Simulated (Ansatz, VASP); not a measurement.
## BaTiO3 in VASP and in Ansatz

```
Ba Ti O
1.0
     2.86037    1.65144    2.34605
    -2.86037    1.65144    2.34605
     0.00000   -3.30287    2.34605
Ba Ti O
1 1 3
Direct
  0.00268 0.00268 0.00268
  0.50521 0.50521 0.50521
  0.49959 0.49959 0.99765
  0.49959 0.99765 0.49959
  0.99765 0.49959 0.49959
```

Change from the starting cell: polar distortion scaled by 0.25 at the polar cell.

Alike in both runs: task single point; functional PBE; k mesh 6 × 6 × 6; no spin polarisation; Hubbard terms Ti d U = 4.0 eV.

|  | VASP | Ansatz |
| --- | --- | --- |
| version | VASP 6.6.1 | Ansatz 0.2.0 |
| potentials or method | VASP PAW PBE potentials, release 64 (Ba_sv, Ti_sv, O), cutoff 520 eV | scalar-relativistic, plane waves, PAW |
| occupations | gaussian, width 0.01 eV | fixed |
| valence electrons in the cell | 40 | 40 |

Ansatz gave:

| Quantity | Value |
| --- | --- |
| gap on the k mesh at the Fermi level (eV) | 2.19 |
| least direct gap on the mesh (eV) | 2.39 |
| pressure (GPa) | -2.4 |
| traceless stress, the component that is largest in VASP (GPa) | -0.64 |
| rms of the force components (eV/Å) | 0.045 |

Problem. Estimate VASP's values.

Solution. gap on the k mesh at the Fermi level (eV): 2.16; least direct gap on the mesh (eV): 2.38; pressure (GPa): 0.8; traceless stress, the component that is largest in VASP (GPa): -0.68; rms of the force components (eV/Å): 0.016.

The programs project onto different local orbitals, so the same U acts differently, and such runs can settle in different states. Atom by atom the forces differ by 0.060 eV/Å (rms over components).

Neither program's run includes spin-orbit coupling.
